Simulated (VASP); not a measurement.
# C in VASP: further runs, part 2 of 3

VASP 6.6.1. The steps go on from the part before.

## (6) Single point, PBE+D3(BJ)

Contents of INCAR:

```
SYSTEM = C
  PREC = Accurate
  ENCUT = 520
  EDIFF = 1E-6
  ISMEAR = 0
  SIGMA = 0.1
  LREAL = .False.
  LASPH = .True.
  NELM = 60
  ALGO = Normal
  ISIF = 2
  LWAVE = .False.
  LCHARG = .True.
  GGA = PE
  IVDW = 12
  LELF = .True.
  LVHAR = .True.
  NBANDS = 16
```

Contents of KPOINTS:

```
regular mesh
0
Gamma
  18 18 6
  0 0 0
```

Contents of POSCAR:

```
C
1.0
    1.2327689976     -2.1341461203      0.0000000000
    1.2327689976      2.1341461203      0.0000000000
    0.0000000000      0.0000000000      6.7989837827
C
4
Direct
    0.0833101793      0.9166898207      0.7499969859
    0.5833101793      0.4166898207      0.2500030141
    0.9166898207      0.0833101793      0.2500030141
    0.4166898207      0.5833101793      0.7499969859
```

Potentials or basis: VASP PAW PBE potentials, release 64 (C).

The run is started by

```console
$ cat potpaw_PBE.64/C/POTCAR > POTCAR
$ mpirun -np 1 vasp_std > vasp.out
```

OUTCAR:

```text
SYSTEM = C
   PREC = Accurate
   ENCUT = 520
   EDIFF = 1E-6
   ISMEAR = 0
   LREAL = .False.
   LASPH = .True.
   NELM = 60
   ISIF = 2
   GGA = PE
   IVDW = 12
 IVDW          = 12

 ion  position               nearest neighbor table
   1  0.083  0.917  0.750-   4 1.42   4 1.42   4 1.42
   2  0.583  0.417  0.250-   3 1.42   3 1.42   3 1.42
   3  0.917  0.083  0.250-   2 1.42   2 1.42   2 1.42
   4  0.417  0.583  0.750-   1 1.42   1 1.42   1 1.42

  LATTYP: Found a base centered orthorhombic cell.
 ALAT       =     2.4655379952
 B/A-ratio  =     1.7311808818
 C/A-ratio  =     2.7576065735

  Lattice vectors:

 A1 = (   1.2327689976,  -2.1341461203,   0.0000000000)
 A2 = (   1.2327689976,   2.1341461203,   0.0000000000)
 A3 = (   0.0000000000,   0.0000000000,   6.7989837827)

Analysis of symmetry for initial positions (statically):
=====================================================================
 Subroutine PRICEL returns:
 Original cell was already a primitive cell.

 Routine SETGRP: Setting up the symmetry group for a
 base centered orthorhombic supercell.

 Subroutine GETGRP returns: Found  8 space group operations
 (whereof  4 operations were pure point group operations)
 out of a pool of  8 trial point group operations.

The static configuration has the point symmetry C_2h.
 The point group associated with its full space group is D_2h.

Analysis of symmetry for dynamics (positions and initial velocities):
=====================================================================
 Subroutine PRICEL returns:
 Original cell was already a primitive cell.

 Routine SETGRP: Setting up the symmetry group for a
 base centered orthorhombic supercell.

 Subroutine GETGRP returns: Found  8 space group operations
 (whereof  4 operations were pure point group operations)
 out of a pool of  8 trial point group operations.

The dynamic configuration has the point symmetry C_2h.
 The point group associated with its full space group is D_2h.

 Subroutine INISYM returns: Found  8 space group operations
 (whereof  4 operations are pure point group operations),
 and found     1 'primitive' translations

----------------------------------------------------------------------------------------

                                     Primitive cell

  volume of cell :      35.7750

  direct lattice vectors                    reciprocal lattice vectors
     1.232768998 -2.134146120  0.000000000     0.405590991 -0.234285739  0.000000000
     1.232768998  2.134146120  0.000000000     0.405590991  0.234285739  0.000000000
     0.000000000  0.000000000  6.798983783     0.000000000  0.000000000  0.147080804

  length of vectors
     2.464609313  2.464609313  6.798983783     0.468394983  0.468394983  0.147080804

  position of ions in fractional coordinates (direct lattice)
     0.083310179  0.916689821  0.749996986
     0.583310179  0.416689821  0.250003014
     0.916689821  0.083310179  0.250003014
     0.416689821  0.583310179  0.749996986

  ion indices of the primitive-cell ions
   primitive index   ion index
                 1           1
                 2           2
                 3           3
                 4           4

[... 25 lines left out ...]

 Following reciprocal coordinates:
            Coordinates               Weight
  0.000000  0.000000  0.000000      1.000000
  0.055556  0.000000  0.000000      4.000000
  0.111111  0.000000  0.000000      4.000000
  0.166667  0.000000  0.000000      4.000000
  0.222222 -0.000000  0.000000      4.000000
  0.277778 -0.000000  0.000000      4.000000
[... 16 lines left out ...]
 -0.277778  0.055556  0.000000      4.000000
 -0.222222  0.055556  0.000000      4.000000
 [... further k-points ...]
   k-points           NKPTS =    364   k-points in BZ     NKDIM =    364   number of bands    NBANDS=     16
   number of dos      NEDOS =    301   number of ions     NIONS =      4
   total plane-waves  NPLWV =  17496
   dimension x,y,z NGX =    18 NGY =   18 NGZ =   54
   dimension x,y,z NGXF=    36 NGYF=   36 NGZF=  108
   ions per type =               4
   NGX,Y,Z   is equivalent  to a cutoff of  12.14, 12.14, 13.20 a.u.
   NGXF,Y,Z  is equivalent  to a cutoff of  24.28, 24.28, 26.41 a.u.
 SYSTEM =  C
   PREC   = accura    normal or accurate (medium, high low for compatibility)
   ISTART =      0    job   : 0-new  1-cont  2-samecut
   ICHARG =      2    charge: 1-file 2-atom 10-const
   ISPIN  =      1    spin polarized calculation?
   LNONCOLLINEAR =      F non collinear calculations
   LSORBIT =      F    spin-orbit coupling
   LASPH  =      T    aspherical Exc in radial PAW
   ENCUT  =  520.0 eV  38.22 Ry    6.18 a.u.   4.58  4.58 12.64*2*pi/ulx,y,z
   NELM   =     60;   NELMIN=  2; NELMDL= -5     # of ELM steps
   EDIFF  = 0.1E-05   stopping-criterion for ELM
   LREAL  =      F    real-space projection
   EDIFFG = 0.1E-04   stopping-criterion for IOM
   NSW    =      0    number of steps for IOM
   IBRION =     -1    ionic relax: 0-MD 1-quasi-New 2-CG
   NFREE  =      0    steps in history (QN), initial steepest desc. (CG)
   ISIF   =      2    stress and relaxation
   ISYM   =      2    0-nonsym 1-usesym 2-fastsym
   POTIM  = 0.5000    time-step for ionic-motion
   TEBEG  =    0.0;   TEEND  =   0.0 temperature during run
   PSTRESS=    0.0 pullay stress
   NELECT =      16.0000    total number of electrons
   NUPDOWN=      -1.0000    fix difference up-down
   EMIN   =  10.00;   EMAX   =-10.00  energy-range for DOS
   EFERMI =   0.00;   METHOD = LEGACY
   ISMEAR =     0;   SIGMA  =   0.10  broadening in eV -4-tet -1-fermi 0-gaus
   EFERMI_NEDOS =   21; number of points for ismear=-14 and -15
   IALGO  =     38    algorithm
   IMIX   =      4    mixing-type and parameters
     AMIX     =   0.40;   BMIX     =  1.00
     AMIX_MAG =   1.60;   BMIX_MAG =  1.00
  volume/ion in A,a.u.               =       8.94        60.36
  Fermi-wavevector in a.u.,A,eV,Ry     =   1.251954  2.365849 21.325603  1.567388
  Thomas-Fermi vector in A             =   2.385877
   LORBIT       =      0    0 simple, 1 ext, 2 COOP (PROOUT), +10 PAW based schemes
   GGA     = PE    functional components
   LHFCALC =     F    Hartree Fock is set to
   AEXX    =    0.0000 exact exchange contribution
   IVDW    =    12    specifies the selected vdW correction
   LEPSILON=     F    determine dielectric tensor
   LRPA    =     F    only Hartree local field effects (RPA)
 non-spin polarized calculation
 Gauss-broadening in eV      SIGMA  =   0.10
  energy-cutoff  :      520.00
  volume of cell :       35.78
 maximum number of plane-waves:       985
   NGX =  9   NGY =  9   NGZ = 25

 number of electron      15.9999998 magnetization

 Free energy of the ion-electron system (eV)
  ---------------------------------------------------
  ext. energy  EPLUGINS =         0.00000000
  ---------------------------------------------------
  free energy    TOTEN  =       -36.84885437 eV

  energy without entropy =      -36.84853100  energy(sigma->0) =      -36.84869269

 E-fermi :   4.5660     XC(G=0): -10.2307

 val. band max:        4.4586983384   @ k =   0.3333   0.3333   0.3333
 cond. band min:       4.5675862058   @ k =   0.3333   0.3333   0.5000
 fundamental gap:      0.1088878674
 Fermi energy:         4.5659957327

 k-point     1 :       0.0000    0.0000    0.0000
  band No.  band energies     occupation
      1     -15.0745      2.00000
      2     -14.8034      2.00000
      3      -3.8950      2.00000
      4      -2.0549      2.00000
      5       1.5357      2.00000
      6       1.5533      2.00000
[... 433 lines left out ...]
      3      -2.7441      2.00000
      4      -1.4831      2.00000
      5      -1.4248      2.00000
      6      -0.9805      2.00000
[... 8 lines left out ...]
     15      15.8842      0.00000
     16      16.0083      0.00000

 [... further k-points ...]

------------------------ aborting loop because EDIFF is reached ----------------------------------------

 Edisp (eV)   -0.61555

 E8    (eV) :    -0.1741

  FORCE on cell =-STRESS in cart. coord.  units (eV):
  Direction    XX          YY          ZZ          XY          YZ          ZX
  --------------------------------------------------------------------------------------
  -------------------------------------------------------------------------------------
  Total       0.15567     0.15593    -0.02425     0.00000     0.00000     0.00000
  in kB       6.97165     6.98337    -1.08603     0.00000     0.00000     0.00000
  external pressure =        4.29 kB  Pullay stress =        0.00 kB

 VOLUME and BASIS-vectors are now :
 -----------------------------------------------------------------------------
  energy-cutoff  :      520.00
  volume of cell :       35.78
      direct lattice vectors                 reciprocal lattice vectors
     1.232768998 -2.134146120  0.000000000     0.405590991 -0.234285739  0.000000000
     1.232768998  2.134146120  0.000000000     0.405590991  0.234285739  0.000000000
     0.000000000  0.000000000  6.798983783     0.000000000  0.000000000  0.147080804

 POSITION                                       TOTAL-FORCE (eV/Angst)
 -----------------------------------------------------------------------------------
      1.23277      1.77855      5.09922         0.000000      0.000067      0.000013
      1.23277     -0.35559      1.69977         0.000000      0.000067     -0.000013
      1.23277     -1.77855      1.69977         0.000000     -0.000067     -0.000013
      1.23277      0.35559      5.09922         0.000000     -0.000067      0.000013
 -----------------------------------------------------------------------------------
    total drift:                                0.000000      0.000000     -0.000000

  FREE ENERGIE OF THE ION-ELECTRON SYSTEM (eV)
  ---------------------------------------------------
  free  energy   TOTEN  =       -37.4644026220 eV

  energy  without entropy=      -37.4640792518  energy(sigma->0) =      -37.46424094
```

OSZICAR:

```text
N       E                     dE             d eps       ncg     rms          rms(c)
DAV:   1     0.332094560686E+02    0.33209E+02   -0.79614E+03 11704   0.922E+02
DAV:   2    -0.365428032561E+02   -0.69752E+02   -0.63487E+02 16600   0.188E+02
DAV:   3    -0.392028546643E+02   -0.26601E+01   -0.26480E+01 15192   0.344E+01
DAV:   4    -0.392255971781E+02   -0.22743E-01   -0.22726E-01 14808   0.377E+00
DAV:   5    -0.392259710624E+02   -0.37388E-03   -0.37387E-03 14808   0.460E-01    0.893E+00
DAV:   6    -0.374147210100E+02    0.18113E+01   -0.12058E+00 13944   0.696E+00    0.522E+00
DAV:   7    -0.368404866969E+02    0.57423E+00   -0.14938E+00 14568   0.785E+00    0.148E+00
DAV:   8    -0.368499979091E+02   -0.95112E-02   -0.72554E-02 14120   0.160E+00    0.335E-01
DAV:   9    -0.368486518152E+02    0.13461E-02   -0.20456E-03 14808   0.317E-01    0.960E-02
DAV:  10    -0.368488695313E+02   -0.21772E-03   -0.66019E-04 12544   0.166E-01    0.788E-02
DAV:  11    -0.368488544781E+02    0.15053E-04   -0.26498E-05 15584   0.336E-02    0.158E-02
DAV:  12    -0.368488543743E+02    0.10380E-06   -0.14334E-06 12568   0.945E-03
   1 F= -.37464403E+02 E0= -.37464241E+02  d E =-.323370E-03
```

stdout:

```text
POSCAR found type information on POSCAR C
 POSCAR found :  1 types and       4 ions
 scaLAPACK will be used
 LDA part: xc-table for (Slater+PW92), standard interpolation
 POSCAR, INCAR and KPOINTS ok, starting setup
 FFT: planning ... GRIDC
 FFT: planning ... GRID_SOFT
 FFT: planning ... GRID
 WAVECAR not read
 entering main loop
```

Wall time 68 s (1 thread of Intel Xeon 6975P-C (Granite Rapids), shared host); peak memory 0.26 GiB.

What came out:

* Free energy: -37.4644 eV
* Pressure: 0.4 GPa
* Band gap on the k mesh: zero (filled and empty bands touch)
* Dispersion energy per atom: -0.154 eV

Stress tensor (GPa, compression positive):
```
 0.70  0.00  0.00
 0.00  0.70  0.00
 0.00  0.00 -0.11
```

[end of part 2 of 3]
